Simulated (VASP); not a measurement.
# TaSi2 in VASP: further runs, part 2 of 2

VASP 6.6.1.

**3. Single point, PBE**

The input, INCAR:

```
SYSTEM = TaSi2
ALGO = Normal
EDIFF = 1E-6
ENCUT = 400
GGA = PE
GGA_COMPAT = .FALSE.
ISIF = 2
ISMEAR = -1
ISYM = -1
LASPH = .TRUE.
LCHARG = .FALSE.
LREAL = Auto
LWAVE = .FALSE.
NBANDS = 94
NELM = 120
PREC = Accurate
SIGMA = 0.05
```

The input, KPOINTS:

```
explicit points
1
Reciprocal
  0.25000000   0.25000000   0.25000000 1
```

The input, POSCAR:

```
TaSi2
1.0
    7.2389490000     -0.0789630000     -0.1139910000
   -0.0789630000      7.5148510000      0.0255970000
   -0.1139910000      0.0255970000      7.3977730000
Si Ta
16 8
Direct
    0.4863312263      0.7396584860      0.4542664859
    0.5874641880      0.7796706600      0.9826579432
    0.3354302233      0.9674081456      0.6126696886
   -0.0201093135      0.9615357830      0.5565874065
    0.7260007660      0.3314907451      0.8756745286
    0.7555395002      0.8211042325      0.2949448298
    0.1082189656      0.9117185462      0.1791329267
    0.1894694790      0.2183335063      0.3645079584
    0.1574521773      0.6551205053      0.5559210875
    0.5867653902      0.4095778440      0.1656555303
    0.4823548306      0.0368350574      0.2815258379
    0.1662877247      0.7730800078      0.8545730959
    0.3753032189      0.4810326317      0.8475413070
    0.6900371150      0.1338948326      0.6088089909
    0.1134985100      0.2800059111      0.0471337114
    0.8740673996      0.5170846169      0.3892305160
    0.8357294262      0.1769642033      0.2792156343
    0.7590983746      0.6579224270      0.6713941537
    0.4854749373      0.3894661883      0.5202243442
    0.0281544016      0.3144675564      0.6624731419
    0.4237986885      0.0783848260      0.9368335335
    0.9022333128      0.6019916319      0.0522573885
    0.8891871969      0.0012642796      0.9018250460
    0.2830599346      0.6042312756      0.1615523722
```

Potentials or basis: VASP PAW PBE potentials, release 64 (Si, Ta_pv).

Started as:

```console
$ cat potpaw_PBE.64/Si/POTCAR potpaw_PBE.64/Ta_pv/POTCAR > POTCAR
$ mpirun -np 1 vasp_std > vasp.out
```

OUTCAR:

```text
SYSTEM = TaSi2
   EDIFF = 1E-6
   ENCUT = 400
   GGA = PE
   ISIF = 2
   ISMEAR = -1
   ISYM = -1
   LASPH = .TRUE.
   LREAL = Auto
   NELM = 120
   PREC = Accurate

 ion  position               nearest neighbor table
   1  0.486  0.740  0.454-   6 2.38   3 2.38  11 2.57   9 2.58  18 2.59  19 2.67  24 2.77
   2  0.587  0.780  0.983-  21 2.58   6 2.60  22 2.70  23 2.80  18 2.82  13 2.86  24 2.89  11 3.07
                            10 3.08
   3  0.335  0.967  0.613-   1 2.38   4 2.59  21 2.60  12 2.62   9 2.68  11 2.74   8 2.82  14 2.83

   4  0.980  0.962  0.557-  14 2.53   3 2.59   9 2.66  23 2.68   6 2.69  20 2.78  17 2.80   8 2.83
                            18 2.90  12 2.92   7 3.00
   5  0.726  0.331  0.876-  10 2.48  14 2.48  22 2.70  20 2.74  23 2.77  13 2.80  18 2.88  21 2.91
                            15 3.07  19 3.14  17 3.28
   6  0.756  0.821  0.295-   1 2.38  16 2.54  11 2.58   2 2.60   4 2.69  22 2.70  17 2.73   7 2.79
                            18 3.03  23 3.36
   7  0.108  0.912  0.179-  23 2.65  24 2.66  12 2.67   8 2.73   6 2.79  22 2.88  11 2.93  15 2.93
                            17 2.95   4 3.00  21 3.18
   8  0.189  0.218  0.365-  15 2.44  17 2.63  11 2.64  20 2.64  19 2.71   7 2.73   3 2.82   4 2.83
                            24 3.32
   9  0.157  0.655  0.556-  12 2.39  16 2.56   1 2.58   4 2.66   3 2.68  20 2.82  13 2.95  18 3.03
                            24 3.11  19 3.15
  10  0.587  0.410  0.166-   5 2.48  17 2.65  24 2.67  16 2.73  19 2.75  13 2.82  22 2.82  11 3.01
[... 13 lines left out ...]
  17  0.836  0.177  0.279-   8 2.63  10 2.65  16 2.69  14 2.70   6 2.73  11 2.75  15 2.78   4 2.80
                             7 2.95  23 3.14   5 3.28  20 3.28  19 3.56
  18  0.759  0.658  0.671-  16 2.52   1 2.59   2 2.82   5 2.88   4 2.90  19 2.99  22 3.00   9 3.03
                             6 3.03  23 3.21  20 3.27  12 3.31  13 3.35
  19  0.485  0.389  0.520-  14 2.52  13 2.67   1 2.67   8 2.71  10 2.75  18 2.99  16 3.13   5 3.14
                             9 3.15  11 3.19  24 3.40  20 3.54  17 3.56
  20  0.028  0.314  0.662-   8 2.64   5 2.74  16 2.75   4 2.78  14 2.79   9 2.82  15 2.90  13 3.07
                            23 3.10  18 3.27  17 3.28  19 3.54
  21  0.424  0.078  0.937-   2 2.58  11 2.59   3 2.60  15 2.88   5 2.91  12 2.98  13 3.12  14 3.17
                             7 3.18  10 3.20  23 3.45
  22  0.902  0.602  0.052-  16 2.58   5 2.70   2 2.70   6 2.70  12 2.74  10 2.82  24 2.85   7 2.88
                            15 2.89  18 3.00  23 3.20
  23  0.889  0.001  0.902-   7 2.65   4 2.68  12 2.70  14 2.76   5 2.77   2 2.80  15 2.82  20 3.10
[... 137 lines left out ...]
 maximum number of plane-waves:      7313
 NGX is ok and might be reduce to    48
   NGX = 23   NGY = 25   NGZ = 25

 number of electron     151.9999995 magnetization

 Free energy of the ion-electron system (eV)
  ---------------------------------------------------
  ext. energy  EPLUGINS =         0.00000000
  ---------------------------------------------------
  free energy    TOTEN  =      -180.51492633 eV

  energy without entropy =     -180.50144449  energy(sigma->0) =     -180.50818541

 E-fermi :   7.7170     XC(G=0): -11.3659

 val. band max:        7.4798240010   @ k =   0.2500   0.2500   0.2500
 cond. band min:       7.9411835124   @ k =   0.2500   0.2500   0.2500
 fundamental gap:      0.4613595114
 Fermi energy:         7.7169861744

 k-point     1 :       0.2500    0.2500    0.2500
  band No.  band energies     occupation
      1     -27.3248      2.00000
      2     -27.2978      2.00000
      3     -27.2600      2.00000
      4     -27.2066      2.00000
      5     -27.1911      2.00000
      6     -27.1435      2.00000
[... 80 lines left out ...]
     87       9.2338      0.00000
     88       9.2992      0.00000
 [bands above 88 left out]

------------------------ aborting loop because EDIFF is reached ----------------------------------------

  FORCE on cell =-STRESS in cart. coord.  units (eV):
  Direction    XX          YY          ZZ          XY          YZ          ZX
  --------------------------------------------------------------------------------------
  -------------------------------------------------------------------------------------
  Total      -25.9547274    -22.7462131    -16.0770327     -5.4539473      2.1673975      0.6700152
  in kB     -103.3689175    -90.5904883    -64.0293940    -21.7212309      8.6320126      2.6684442
  external PRESSURE =     -85.9962666 kB  Pullay stress =       0.0000000 kB

 VOLUME and BASIS-vectors are now :
 -----------------------------------------------------------------------------
  energy-cutoff  :      400.00
  volume of cell :      402.29
      direct lattice vectors                 reciprocal lattice vectors
     7.238949000 -0.078963000 -0.113991000     0.138190813  0.001444817  0.002124359
    -0.078963000  7.514851000  0.025597000     0.001444817  0.133086512 -0.000438229
    -0.113991000  0.025597000  7.397773000     0.002124359 -0.000438229  0.135210066

 POSITION                                       TOTAL-FORCE (eV/Angst)
 -----------------------------------------------------------------------------------
      3.41034      5.53165      3.32406        -0.143273     -0.215684     -0.243929
      4.07904      5.83787      7.22247        -0.171958     -0.152991     -0.122605
      2.28193      7.25912      4.51892        -0.090432      0.558891     -0.243417
      6.95401      7.16267      4.03042        -0.236388      0.116818      0.170645
      5.12949      2.45619      6.40377        -0.043377     -0.350151     -0.284957
      5.37085      6.11837      2.11683         0.618891      0.347611      0.133930
[... 16 lines left out ...]
      6.33388     -0.03763      6.57017        -0.101227      0.133840     -0.500672
      1.98293      4.52249      1.17833         0.517307     -0.171545      0.104964
 -----------------------------------------------------------------------------------
    total drift:                               -0.000582     -0.002454     -0.000607

  FREE ENERGIE OF THE ION-ELECTRON SYSTEM (eV)
  ---------------------------------------------------
  free  energy   TOTEN  =      -180.5149263292 eV

  energy  without entropy=     -180.5014444858  energy(sigma->0) =     -180.50818541
```

Run time: 65 s. Hardware: 1 thread of AMD EPYC 7R13 (Zen 3), shared host; peak memory 0.29 GiB.

Results:

- Free energy: -180.5149 eV
- Pressure: -8.6 GPa
- Largest force: 1.211 eV/Å

Forces on the atoms (eV/Å):
```
Si  -0.143 -0.216 -0.244
Si  -0.172 -0.153 -0.123
Si  -0.090  0.559 -0.243
Si  -0.236  0.117  0.171
Si  -0.043 -0.350 -0.285
Si   0.619  0.348  0.134
Si   0.122  0.113 -0.120
Si   0.859  0.009  0.410
Si   0.189 -0.595 -0.420
Si  -0.296  0.071  0.171
Si  -0.249  0.356  0.276
Si  -0.119  0.576  0.687
Si   0.025 -0.461 -0.248
Si  -0.079 -0.836  0.459
Si  -0.222  0.415 -0.459
Si   0.152 -1.034 -0.317
Ta   0.149  0.165  0.116
Ta  -0.272  0.130  0.346
Ta  -0.875  0.649  0.529
Ta   0.014 -0.079 -0.027
Ta   0.117  0.732 -0.570
Ta   0.136 -0.479  0.154
Ta  -0.101  0.134 -0.501
Ta   0.517 -0.172  0.105
```

Caveat: the atoms stand as in a frame of molecular dynamics; spin-orbit coupling is left out, which moves the levels of the heavy elements.

**4. Single point, PBE**

The input, INCAR:

```
SYSTEM = TaSi2
  PREC = Accurate
  ENCUT = 400
  EDIFF = 1E-6
  ISMEAR = -1
  SIGMA = 0.05
  LREAL = Auto
  LASPH = .TRUE.
  NELM = 120
  ALGO = Normal
  ISIF = 2
  LWAVE = .FALSE.
  LCHARG = .FALSE.
  GGA = PE
  NBANDS = 94
  ISYM = -1
  GGA_COMPAT = .FALSE.
```

KPOINTS is that of step 3.

The input, POSCAR:

```
TaSi2
1.0
    7.2389490000     -0.0789630000     -0.1139910000
   -0.0789630000      7.5148510000      0.0255970000
   -0.1139910000      0.0255970000      7.3977730000
Si Ta
16 8
Direct
    0.4600353350      0.7594703892      0.4684516170
    0.5784809851      0.7815176926      1.0181888681
    0.3118223745      1.0217210900      0.5992762889
   -0.0361928002      0.9490614036      0.5787424434
    0.6906735954      0.3507387934      0.8393517499
    0.7785302636      0.8018379366      0.3097029062
    0.1043967414      0.9156886052      0.1920166255
    0.2168402267      0.2428663297      0.3320340033
    0.1286405717      0.6335471068      0.5759556237
    0.5628090837      0.4029208166      0.1756140133
    0.4853384539      0.0388152797      0.2651379896
    0.1582574930      0.8138462996      0.8598588935
    0.3274980555      0.4945495919      0.8362204200
    0.6621724370      0.1085764887      0.6126885031
    0.0925531686      0.2876458766      0.0116174634
    0.8687587480      0.4996562123      0.3824592858
    0.8468742829      0.1644818062      0.2855204946
    0.7543270539      0.6619687189      0.6615086840
    0.4622915598      0.3946597339      0.5347045620
    0.0108474559      0.2901616107      0.6504386179
    0.4319653456      0.0949458224      0.9236071225
    0.8853726326      0.5969300227      0.0458452691
    0.8605897660      0.0067587245      0.9092449153
    0.2917276893      0.6107576910      0.1679747089
```

Started as:

```console
$ cat potpaw_PBE.64/Si/POTCAR potpaw_PBE.64/Ta_pv/POTCAR > POTCAR
$ mpirun -np 1 vasp_std > vasp.out
```

Run time: 74 s. Hardware: 1 thread of AMD EPYC 7R13 (Zen 3), shared host; peak memory 0.29 GiB.

Results (log left out):

| Item | Value |
| --- | --- |
| Free energy | -180.4924 eV |
| Pressure | -8.5 GPa |
| Largest force | 1.855 eV/Å |

Forces in eV/Å, atoms in the order of the input:
```
Si   0.242 -0.527 -0.070
Si  -0.365 -0.178 -0.418
Si  -0.431 -0.054 -0.367
Si  -0.003  0.370 -0.545
Si   0.158 -0.347  0.441
Si  -0.228  0.732  0.335
Si  -0.357 -0.063 -0.442
Si  -1.034 -0.425 -0.107
Si   0.815 -0.106 -0.195
Si   1.568 -0.781 -0.612
Si   0.550  0.089  0.470
Si   0.082 -0.241  0.642
Si  -0.134  0.032  0.400
Si   0.029  0.176 -0.095
Si  -0.180  0.016  0.578
Si  -0.271 -0.507 -0.263
Ta  -0.009  0.412  0.479
Ta  -0.282  0.495 -0.029
Ta   0.072  0.677  0.504
Ta   0.574  0.290 -0.188
Ta   0.036  0.472  0.084
Ta   0.697 -0.336 -0.043
Ta  -0.198 -0.045 -0.191
Ta  -1.332 -0.153 -0.366
```

Stress tensor (GPa, compression positive):
```
-9.64 -0.36  0.57
-0.36 -8.66  1.44
 0.57  1.44 -7.29
```

Levels at points of the mesh, in eV from the Fermi level:
| k point | band 73 | band 74 | band 75 | band 76 | band 77 | band 78 | band 79 | band 80 |
| --- | --- | --- | --- | --- | --- | --- | --- | --- |
| (0.25, 0.25, 0.25) | -0.66 | -0.53 | -0.36 | -0.11 | 0.12 | 0.20 | 0.33 | 0.44 |

Caveat: the atoms stand as in a frame of molecular dynamics; spin-orbit coupling is left out, which moves the levels of the heavy elements.

**5. Single point, PBE**

The input, INCAR:

```
PREC = Accurate
ENCUT = 400
EDIFF = 1E-6
ISMEAR = -1
SIGMA = 0.05
LREAL = Auto
LASPH = T
NELM = 120
ALGO = Normal
ISIF = 2
LWAVE = F
LCHARG = F
GGA = PE
ISYM = -1
NBANDS = 94
GGA_COMPAT = F
```

KPOINTS is that of step 4.

The input, POSCAR:

```
TaSi2
1.0
    7.2389490000     -0.0789630000     -0.1139910000
   -0.0789630000      7.5148510000      0.0255970000
   -0.1139910000      0.0255970000      7.3977730000
Si Ta
16 8
Direct
    0.4965029570      0.7507934310      0.4424970608
    0.5648020111      0.7712427694      0.9966778982
    0.3205824522      1.0196071971      0.5676832242
   -0.0364760155      0.9518094606      0.5770390083
    0.7121907002      0.3430852373      0.8528841554
    0.7910957794      0.8267780212      0.2834182344
    0.1116703957      0.9066529384      0.1632257201
    0.2199852056      0.2408912147      0.3440288369
    0.1736123356      0.6101568951      0.5563072911
    0.5641537907      0.3938903823      0.1564926421
    0.5288533905      0.0320047626      0.2293560915
    0.1715104188      0.7891792037      0.8528674811
    0.3379485718      0.4445273846      0.8619124334
    0.6706696652      0.1303936473      0.6168401787
    0.0778295100      0.3089354904      0.0311549222
    0.8507922175      0.5055784786      0.3837625679
    0.8661291690      0.1774655210      0.2695710378
    0.7880337967      0.6529805150      0.6670014636
    0.4693424556      0.3995149756      0.5379214030
    0.0346732566      0.2940717067      0.6412800292
    0.4217089591      0.0919117933      0.9133090945
    0.8960670928      0.5999617946      0.0562430561
    0.8701983485      0.0016281190      0.9053951919
    0.2837161737      0.5962018305      0.1603374572
```

Started as:

```console
$ cat potpaw_PBE.64/Si/POTCAR potpaw_PBE.64/Ta_pv/POTCAR > POTCAR
$ mpirun -np 1 vasp_std > vasp.out
```

Wall time 80 s (1 thread of AMD EPYC 7R13 (Zen 3), shared host); peak memory 0.29 GiB.

It converged, with:

```
Free energy   : -180.4237 eV
Pressure      : -6.6 GPa
Largest force : 1.428 eV/Å
```

Forces on the atoms (eV/Å):
```
Si  -0.083  0.465  0.266
Si   0.238 -0.001 -0.324
Si   0.207 -0.845  0.146
Si   0.456  0.480 -0.792
Si   0.542  0.077 -0.312
Si  -0.360  0.359  0.803
Si   0.110  0.229  0.113
Si  -0.106 -0.257 -0.817
Si  -0.215  0.693  0.469
Si   1.042 -0.574  0.363
Si   0.285 -0.019  1.137
Si  -0.184  0.038 -0.355
Si   0.182  0.277 -0.847
Si  -0.052 -0.735 -0.421
Si   0.639 -0.816 -0.689
Si   0.394 -0.757 -0.200
Ta  -0.564 -0.010  1.157
Ta  -0.624  0.753  0.556
Ta  -0.135  1.357  0.424
Ta  -0.821 -0.635  0.762
Ta  -0.341  0.098 -1.136
Ta   0.049  0.030 -0.788
Ta  -0.558  0.158 -0.003
Ta  -0.101 -0.366  0.486
```

Stress tensor (GPa, compression positive):
```
-7.59  0.19 -0.70
 0.19 -6.92  1.16
-0.70  1.16 -5.24
```

Levels at points of the mesh, in eV from the Fermi level:
| k point | band 74 | band 75 | band 76 | band 77 | band 78 | band 79 |
| --- | --- | --- | --- | --- | --- | --- |
| (0.25, 0.25, 0.25) | -0.53 | -0.41 | -0.20 | 0.20 | 0.30 | 0.41 |

Caveat: the atoms stand as in a frame of molecular dynamics; spin-orbit coupling is left out, which moves the levels of the heavy elements.

**6. Overview**

```csv
cell,smearing,pressure (GPa),largest force (eV/Å)
"as given, atomic positions A",fermi-dirac 0.1112 eV,-3.2,3.25
"as given, atomic positions B",fermi-dirac 0.05 eV,-8.6,1.21
"as given, atomic positions C",fermi-dirac 0.05 eV,-8.5,1.86
"as given, atomic positions D",fermi-dirac 0.05 eV,-6.6,1.43
```

Alike in all rows: task single point; level PBE; potentials or basis VASP PAW PBE potentials, release 64 (Si, Ta_pv); no spin polarisation; k mesh 1 × 1 × 1, shifted; cutoff (eV) 400.

Caveats: the atoms stand as in a frame of molecular dynamics; spin-orbit coupling is left out, which moves the levels of the heavy elements.

Absolute energies hang on the potentials; compare differences alone.
